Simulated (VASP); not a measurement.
# GaP (F-43m) in VASP: settings compared, part 2 of 2

VASP 6.6.1.

## (4) Single point, PBEsol+D3(BJ), non-collinear spin, zero start, spin-orbit coupling

Input file INCAR:

```
ALGO = Normal
EDIFF = 1E-6
ENCUT = 520
GGA = PS
GGA_COMPAT = F
ISIF = 2
ISMEAR = -1
IVDW = 12
LASPH = T
LCHARG = F
LORBIT = 11
LORBMOM = T
LREAL = F
LSORBIT = T
LWAVE = F
MAGMOM = 0 0 0 0 0 0
NBANDS = 30
NELM = 150
PREC = Accurate
SIGMA = 0.1
```

Input file KPOINTS:

```
k-points
0
Gamma
  6 6 6
```

Input file POSCAR:

```
GaP
1.0
    0.0000000000      2.7252500000      2.7252500000
    2.7252500000      0.0000000000      2.7252500000
    2.7252500000      2.7252500000      0.0000000000
Ga P
1 1
Direct
    0.0000000000      0.0000000000      0.0000000000
    0.7500000000      0.7500000000      0.7500000000
```

Potentials or basis: VASP PAW PBE potentials, release 64 (Ga_d, P).

Started as:

```bash
$ cat potpaw_PBE.64/Ga_d/POTCAR potpaw_PBE.64/P/POTCAR > POTCAR
$ mpirun -np 1 vasp_ncl > vasp.out
```

OUTCAR:

```text
EDIFF = 1E-6
   ENCUT = 520
   GGA = PS
   ISIF = 2
   ISMEAR = -1
   IVDW = 12
   LASPH = T
   LORBIT = 11
   LREAL = F
   LSORBIT = T
   NELM = 150
   PREC = Accurate
 IVDW          = 12

 ion  position               nearest neighbor table
   1  0.000  0.000  0.000-   2 2.36   2 2.36   2 2.36   2 2.36
   2  0.750  0.750  0.750-   1 2.36   1 2.36   1 2.36   1 2.36

  LATTYP: Found a face centered cubic cell.
 ALAT       =     5.4505000000

  Lattice vectors:

 A1 = (   0.0000000000,   2.7252500000,   2.7252500000)
 A2 = (   2.7252500000,   0.0000000000,   2.7252500000)
 A3 = (   2.7252500000,   2.7252500000,   0.0000000000)

Analysis of symmetry for initial positions (statically):
[... 5 lines left out ...]
 face centered cubic supercell.

 Subroutine GETGRP returns: Found 24 space group operations
 (whereof 24 operations were pure point group operations)
 out of a pool of 48 trial point group operations.

The static configuration has the point symmetry T_d .

Analysis of symmetry for dynamics (positions and initial velocities):
[... 5 lines left out ...]
 face centered cubic supercell.

[... 975 lines left out ...]
 l=   3
     0.0000000     0.0000000     0.0000000     0.0000000     0.0000000     0.0000000     0.0000000
     0.0000000     0.0000000     0.0000000     0.0000000     0.0000000     0.0000000     0.0000000
     0.0000000     0.0000000     0.0000000     0.0000000     0.0000000     0.0000000     0.0000000
     0.0000000     0.0000000     0.0000000     0.0000000     0.0000000     0.0000000     0.0000000
     0.0000000     0.0000000     0.0000000     0.0000000     0.0000000     0.0000000     0.0000000
     0.0000000     0.0000000     0.0000000     0.0000000     0.0000000     0.0000000     0.0000000
     0.0000000     0.0000000     0.0000000     0.0000000     0.0000000     0.0000000     0.0000000

 Ion:    2  E_soc:     -0.0008803
 l=   1
     0.0000000    -0.0001467    -0.0001467
    -0.0001467     0.0000000    -0.0001467
    -0.0001467    -0.0001467     0.0000000
 l=   2
     0.0000000     0.0000000     0.0000000     0.0000000     0.0000000
     0.0000000     0.0000000     0.0000000     0.0000000     0.0000000
     0.0000000     0.0000000     0.0000000     0.0000000     0.0000000
     0.0000000     0.0000000     0.0000000     0.0000000     0.0000000
     0.0000000     0.0000000     0.0000000     0.0000000     0.0000000
 l=   3
     0.0000000     0.0000000     0.0000000     0.0000000     0.0000000     0.0000000     0.0000000
     0.0000000     0.0000000     0.0000000     0.0000000     0.0000000     0.0000000     0.0000000
     0.0000000     0.0000000     0.0000000     0.0000000     0.0000000     0.0000000     0.0000000
     0.0000000     0.0000000     0.0000000     0.0000000     0.0000000     0.0000000     0.0000000
     0.0000000     0.0000000     0.0000000     0.0000000     0.0000000     0.0000000     0.0000000
     0.0000000     0.0000000     0.0000000     0.0000000     0.0000000     0.0000000     0.0000000
     0.0000000     0.0000000     0.0000000     0.0000000     0.0000000     0.0000000     0.0000000

 total charge

# of ion       s       p       d       tot
------------------------------------------
    1        0.862   0.855  10.012  11.729
    2        1.016   1.511   0.000   2.527
--------------------------------------------------
tot          1.878   2.366  10.012  14.256

 magnetization (x)

# of ion       s       p       d       tot
------------------------------------------
    1       -0.000  -0.000  -0.000  -0.000
    2       -0.000   0.000   0.000   0.000
--------------------------------------------------
tot         -0.000   0.000  -0.000  -0.000

 magnetization (y)

# of ion       s       p       d       tot
------------------------------------------
    1        0.000   0.000  -0.000   0.000
    2       -0.000   0.000   0.000   0.000
--------------------------------------------------
tot          0.000   0.000  -0.000   0.000

 magnetization (z)

# of ion       s       p       d       tot
------------------------------------------
    1       -0.000   0.000  -0.000   0.000
    2       -0.000   0.000   0.000   0.000
--------------------------------------------------
tot         -0.000   0.000  -0.000   0.000
```

OSZICAR:

```text
N       E                     dE             d eps       ncg     rms          rms(c)
DAV:   1     0.130867981397E+03    0.13087E+03   -0.83685E+03  1448   0.173E+03
DAV:   2     0.778997687364E+01   -0.12308E+03   -0.11602E+03  1382   0.449E+02
DAV:   3    -0.952860733349E+01   -0.17319E+02   -0.17044E+02  1590   0.119E+02
DAV:   4    -0.101862355436E+02   -0.65763E+00   -0.65617E+00  1642   0.244E+01
DAV:   5    -0.102001403642E+02   -0.13905E-01   -0.13903E-01  1626   0.341E+00    0.415E+00
DAV:   6    -0.995065662869E+01    0.24948E+00   -0.30828E-01  2034   0.122E+01    0.248E+00
DAV:   7    -0.991436822268E+01    0.36288E-01   -0.13479E-01  1690   0.289E+00    0.102E+00
DAV:   8    -0.991207264729E+01    0.22956E-02   -0.22288E-02  1828   0.241E+00    0.245E-01
DAV:   9    -0.991191211564E+01    0.16053E-03   -0.23711E-03  1930   0.102E+00    0.123E-01
DAV:  10    -0.991197994844E+01   -0.67833E-04   -0.34411E-04  1954   0.203E-01    0.312E-02
DAV:  11    -0.991200390245E+01   -0.23954E-04   -0.82715E-05  1834   0.161E-01    0.115E-02
DAV:  12    -0.991201197201E+01   -0.80696E-05   -0.15308E-05  1440   0.313E-02    0.822E-03
DAV:  13    -0.991201201247E+01   -0.40466E-07   -0.43912E-07  1220   0.672E-03
   1 F= -.10474622E+02 E0= -.10474598E+02  d E =-.476784E-04  mag=     0.0000     0.0000     0.0000
```

stdout:

```text
POSCAR found type information on POSCAR GaP
 POSCAR found :  2 types and       2 ions
 scaLAPACK will be used
 -----------------------------------------------------------------------------
|                                                                             |
|                                                                             |
|     You enforced a specific xc type in the INCAR file but a different       |
|     I HOPE YOU KNOW WHAT YOU ARE DOING!                                     |
|                                                                             |
 -----------------------------------------------------------------------------

 LDA part: xc-table for (Slater+PW92), standard interpolation
 POSCAR, INCAR and KPOINTS ok, starting setup
 FFT: planning ... GRIDC
 FFT: planning ... GRID_SOFT
 FFT: planning ... GRID
 WAVECAR not read
 entering main loop
```

It took 91 s on 1 thread of AMD EPYC 7R43 (Zen 3), shared host; peak memory 0.26 GiB.

Results:

- Free energy: -10.4746 eV
- Pressure: -2.9 GPa
- Net moment: 0.00 μB per cell
- Valence electrons inside the program's atomic spheres: Ga 11.73; P 2.53
- Dispersion energy per atom: -0.281 eV

Moments on the atoms (μB; x, y, z):
```
Ga  0.00 0.00 0.00
P   0.00 0.00 0.00
```

Caveat: the PAW data sets were made with another functional, which shifts forces and pressure a little.

## (5) Single point, PBE

Input file INCAR:

```
PREC     = Accurate       # precision mode
ENCUT    = 520            # plane-wave cutoff, eV
EDIFF    = 1E-6           # SCF threshold, eV
ISMEAR   = -1             # smearing method
SIGMA    = 0.03           # smearing width, eV
LREAL    = False          # projectors in reciprocal space
LASPH    = True           # aspherical terms in the spheres
NELM     = 60             # most SCF steps
ALGO     = Normal         # electronic algorithm
ISIF     = 2              # what is computed and relaxed
LWAVE    = False          # write WAVECAR
LCHARG   = True           # write CHGCAR
GGA      = PE             # functional
LELF     = True           # ELF
LVHAR    = True         
NBANDS   = 16             # bands
```

Input file KPOINTS:

```
Automatic mesh
0
Gamma
  4 4 4
```

POSCAR is that of step 4.

Potentials or basis: VASP PAW PBE potentials, release 64 (Ga_d, P).

Started as:

```bash
$ cat potpaw_PBE.64/Ga_d/POTCAR potpaw_PBE.64/P/POTCAR > POTCAR
$ mpirun -np 1 vasp_std > vasp.out
```

OUTCAR:

```text
PREC = Accurate
   ENCUT = 520
   EDIFF = 1E-6
   ISMEAR = -1
   LREAL = False
   LASPH = True
   NELM = 60
   ISIF = 2
   GGA = PE

 ion  position               nearest neighbor table
   1  0.000  0.000  0.000-   2 2.36   2 2.36   2 2.36   2 2.36
   2  0.750  0.750  0.750-   1 2.36   1 2.36   1 2.36   1 2.36

  LATTYP: Found a face centered cubic cell.
 ALAT       =     5.4505000000

  Lattice vectors:

 A1 = (   0.0000000000,   2.7252500000,   2.7252500000)
[... 318 lines left out ...]

------------------------ aborting loop because EDIFF is reached ----------------------------------------

  FORCE on cell =-STRESS in cart. coord.  units (eV):
  Direction    XX          YY          ZZ          XY          YZ          ZX
  --------------------------------------------------------------------------------------
  -------------------------------------------------------------------------------------
  Total        0.7198699      0.7198699      0.7198699      0.0000000      0.0000000      0.0000000
  in kB       28.4915165     28.4915165     28.4915165      0.0000000      0.0000000      0.0000000
  external PRESSURE =      28.4915165 kB  Pullay stress =       0.0000000 kB

 VOLUME and BASIS-vectors are now :
 -----------------------------------------------------------------------------
  energy-cutoff  :      520.00
  volume of cell :       40.48
      direct lattice vectors                 reciprocal lattice vectors
     0.000000000  2.725250000  2.725250000    -0.183469406  0.183469406  0.183469406
     2.725250000  0.000000000  2.725250000     0.183469406 -0.183469406  0.183469406
     2.725250000  2.725250000  0.000000000     0.183469406  0.183469406 -0.183469406

 POSITION                                       TOTAL-FORCE (eV/Angst)
 -----------------------------------------------------------------------------------
      0.00000      0.00000      0.00000         0.000000     -0.000000      0.000000
      4.08788      4.08788      4.08788        -0.000000      0.000000     -0.000000
 -----------------------------------------------------------------------------------
    total drift:                               -0.000002     -0.000002     -0.000002

  FREE ENERGIE OF THE ION-ELECTRON SYSTEM (eV)
  ---------------------------------------------------
  free  energy   TOTEN  =        -8.9760785106 eV

  energy  without entropy=       -8.9760785106  energy(sigma->0) =       -8.97607851
```

OSZICAR:

```text
N       E                     dE             d eps       ncg     rms          rms(c)
DAV:   1     0.746625961730E+02    0.74663E+02   -0.88761E+03   264   0.159E+03
DAV:   2    -0.379248603737E+01   -0.78455E+02   -0.75265E+02   312   0.292E+02
DAV:   3    -0.919375142949E+01   -0.54013E+01   -0.53878E+01   304   0.618E+01
DAV:   4    -0.927270551710E+01   -0.78954E-01   -0.78877E-01   336   0.817E+00
DAV:   5    -0.927427798846E+01   -0.15725E-02   -0.15724E-02   296   0.102E+00    0.428E+00
DAV:   6    -0.900494070285E+01    0.26934E+00   -0.40226E-01   400   0.108E+01    0.286E+00
DAV:   7    -0.897443237598E+01    0.30508E-01   -0.10543E-01   336   0.217E+00    0.115E+00
DAV:   8    -0.897536494293E+01   -0.93257E-03   -0.15590E-02   312   0.149E+00    0.209E-01
DAV:   9    -0.897590317245E+01   -0.53823E-03   -0.15345E-03   320   0.540E-01    0.836E-02
DAV:  10    -0.897599283987E+01   -0.89667E-04   -0.12567E-04   368   0.122E-01    0.412E-02
DAV:  11    -0.897607878646E+01   -0.85947E-04   -0.11483E-04   304   0.892E-02    0.492E-03
DAV:  12    -0.897607851062E+01    0.27584E-06   -0.31013E-06   304   0.227E-02
   1 F= -.89760785E+01 E0= -.89760785E+01  d E =-.222151E-10
```

It took 10 s on 1 thread of AMD EPYC 7R13, shared host; peak memory 0.13 GiB.

Results:

* Free energy: -8.9761 eV
* Pressure: 2.8 GPa
* Band gap on the k mesh: 1.63 eV, indirect (least direct gap 1.82 eV)

Levels at points of the mesh, in eV from the valence-band top:
```tsv
k point	band 5	band 6	band 7	band 8	band 9	band 10	band 11	band 12	band 13	band 14
(0.00, 0.00, 0.00)	-14.50	-12.50	0.00	0.00	0.00	1.82	3.86	3.86	3.86	8.79
(0.50, 0.00, 0.00)	-14.49	-10.43	-6.65	-1.12	-1.12	1.65	4.69	4.69	8.27	10.89
(0.50, 0.50, 0.00)	-14.48	-9.52	-6.78	-2.69	-2.69	1.63	1.80	10.58	10.58	11.20
```

Caveat: the k points lie up to 0.50 Å⁻¹ apart.

## (6) Single point, PBE

Input file INCAR:

```
PREC = Accurate
ENCUT = 520
EDIFF = 1E-7
ISMEAR = 0
SIGMA = 0.027000000000000003
LREAL = False
LASPH = True
NELM = 60
ALGO = Normal
ISIF = 2
LWAVE = False
LCHARG = True
GGA = PE
LELF = True
LVHAR = True
NBANDS = 16
```

Input file KPOINTS:

```
regular mesh
0
Gamma
  8 8 8
```

POSCAR is that of step 5.

Potentials or basis: VASP PAW PBE potentials, release 64 (Ga_d, P).

Started as:

```bash
$ cat potpaw_PBE.64/Ga_d/POTCAR potpaw_PBE.64/P/POTCAR > POTCAR
$ mpirun -np 1 vasp_std > vasp.out
```

OUTCAR:

```text
PREC = Accurate
   ENCUT = 520
   EDIFF = 1E-7
   ISMEAR = 0
   LREAL = False
   LASPH = True
   NELM = 60
   ISIF = 2
   GGA = PE

 ion  position               nearest neighbor table
   1  0.000  0.000  0.000-   2 2.36   2 2.36   2 2.36   2 2.36
   2  0.750  0.750  0.750-   1 2.36   1 2.36   1 2.36   1 2.36

  LATTYP: Found a face centered cubic cell.
 ALAT       =     5.4505000000

  Lattice vectors:

 A1 = (   0.0000000000,   2.7252500000,   2.7252500000)
 A2 = (   2.7252500000,   0.0000000000,   2.7252500000)
[... 626 lines left out ...]
      4      -9.8042      2.00000
      5      -9.7918      2.00000
      6      -5.3673      2.00000
[... 8 lines left out ...]
     15      16.6576      0.00000
     16      17.1623      0.00000

 [... further k-points ...]
[... 5 lines left out ...]
  --------------------------------------------------------------------------------------
  -------------------------------------------------------------------------------------
  Total        0.6268804      0.6268804      0.6268804      0.0000000      0.0000000     -0.0000000
  in kB       24.8111121     24.8111121     24.8111121      0.0000000      0.0000000     -0.0000000
  external PRESSURE =      24.8111121 kB  Pullay stress =       0.0000000 kB

 VOLUME and BASIS-vectors are now :
 -----------------------------------------------------------------------------
  energy-cutoff  :      520.00
  volume of cell :       40.48
      direct lattice vectors                 reciprocal lattice vectors
     0.000000000  2.725250000  2.725250000    -0.183469406  0.183469406  0.183469406
     2.725250000  0.000000000  2.725250000     0.183469406 -0.183469406  0.183469406
     2.725250000  2.725250000  0.000000000     0.183469406  0.183469406 -0.183469406

 POSITION                                       TOTAL-FORCE (eV/Angst)
 -----------------------------------------------------------------------------------
      0.00000      0.00000      0.00000         0.000000     -0.000000      0.000000
      4.08788      4.08788      4.08788        -0.000000      0.000000     -0.000000
 -----------------------------------------------------------------------------------
    total drift:                               -0.000002     -0.000002     -0.000002

  FREE ENERGIE OF THE ION-ELECTRON SYSTEM (eV)
  ---------------------------------------------------
  free  energy   TOTEN  =        -9.1161214284 eV

  energy  without entropy=       -9.1161214284  energy(sigma->0) =       -9.11612143
```

It took 36 s on 1 thread of AMD EPYC 7R13, shared host; peak memory 0.14 GiB.

Results:

| Property | Result |
| --- | --- |
| Free energy | -9.1161 eV |
| Pressure | 2.5 GPa |
| Band gap on the k mesh | 1.64 eV, indirect (least direct gap 1.83 eV) |

## (7) Summary

```csv
level,potentials or basis,spin,cell,k mesh,smearing,gap on the mesh (eV),pressure (GPa),moment (μB)
LDA,"VASP PAW LDA potentials, release 64 (Ga_d, P)","non-collinear, zero start, SOC","a = 3.854 Å, angles 60.0°, 2 atoms",6 × 6 × 6,fermi-dirac 0.05 eV,-,-2.7,0.00
LDA,"VASP PAW LDA potentials, release 64 (Ga_d, P)","non-collinear, zero start, SOC","a = 3.930 Å, angles 60.0°, 2 atoms",8 × 8 × 8,fermi-dirac 0.05 eV,-,-6.7,0.00
PBEsol+D3(BJ),"VASP PAW PBE potentials, release 64 (Ga_d, P)","non-collinear, zero start, SOC","a = 3.854 Å, angles 60.0°, 2 atoms",6 × 6 × 6,fermi-dirac 0.1 eV,-,-2.9,0.00
PBE,"VASP PAW PBE potentials, release 64 (Ga_d, P)",off,"a = 3.854 Å, angles 60.0°, 2 atoms",4 × 4 × 4,fermi-dirac 0.03 eV,1.63,2.8,-
PBE,"VASP PAW PBE potentials, release 64 (Ga_d, P)",off,"a = 3.854 Å, angles 60.0°, 2 atoms",8 × 8 × 8,gaussian 0.027 eV,1.64,2.5,-
```

Alike in all rows: task single point; cutoff (eV) 520.

Caveats: some runs use coarse meshes; the PAW data sets were made with another functional, which shifts forces and pressure a little (some runs).

Absolute energies hang on the potentials; compare differences alone.

## (8) How close it comes

Step 6. A measured gap of GaP is 2.34 eV (indirect; 10 K; quoted in “Stacking defects in GaP nanowires: Electronic structure and optical properties”, 2018, arxiv:1810.01194); the calculated 1.64 eV misses it by -0.70 eV. Spin-orbit coupling on Ga is left out. The value is that of PBE on a finite k mesh, which can miss the band edges, without temperature or zero-point motion. Semilocal functionals fall short of measured gaps as a rule.
